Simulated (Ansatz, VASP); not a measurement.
**Two plane-wave programs on FePt**

```
Pt Fe
1.0
     2.74154    0.00000    0.00000
     0.00000    2.74154    0.00000
     0.00000    0.00000    3.74464
Pt Fe
1 1
Cartesian
  1.3708 1.3708 1.8723
  0.0000 0.0000 0.0000
```

Alike in both runs: task single point; functional BLYP; k mesh 10 × 10 × 7; occupations fermi-dirac, width 0.05 eV; collinear spin.

|  | VASP | Ansatz |
| --- | --- | --- |
| version | VASP 6.6.1 | Ansatz 0.2.0 |
| potentials or method | VASP PAW PBE potentials, release 64 (Pt, Fe) | Ansatz PAW |
| plane-wave cutoff (eV) | 520 | 420 |
| valence electrons in the cell | 18 | 34 |

Ansatz gave:

```
gap on the k mesh at the Fermi level (eV)                     : none
pressure (GPa)                                                : 9.5
traceless stress, the component that is largest in VASP (GPa) : 0.06
net moment per atom (μB)                                      : 1.62
size of the moment on the site where the two differ most (μB) : 0.39
```

Q: Estimate VASP's values.

A: gap on the k mesh at the Fermi level (eV): none; pressure (GPa): 10.1; traceless stress, the component that is largest in VASP (GPa): 0.06; net moment per atom (μB): 1.62; size of the moment on the site where the two differ most (μB): 0.34.

VASP's potentials were made for PBE, not for BLYP. Site moments also hang on the region over which each program counts them. A gap of «none» marks a metal or a gap that the smearing closes. With one functional, cell and mesh, what is left measures potentials, basis and numerics. VASP's potentials hold 18 valence electrons a cell and Ansatz's 34, so a difference there can come from the potentials and not from the codes.

Neither program's run includes spin-orbit coupling.
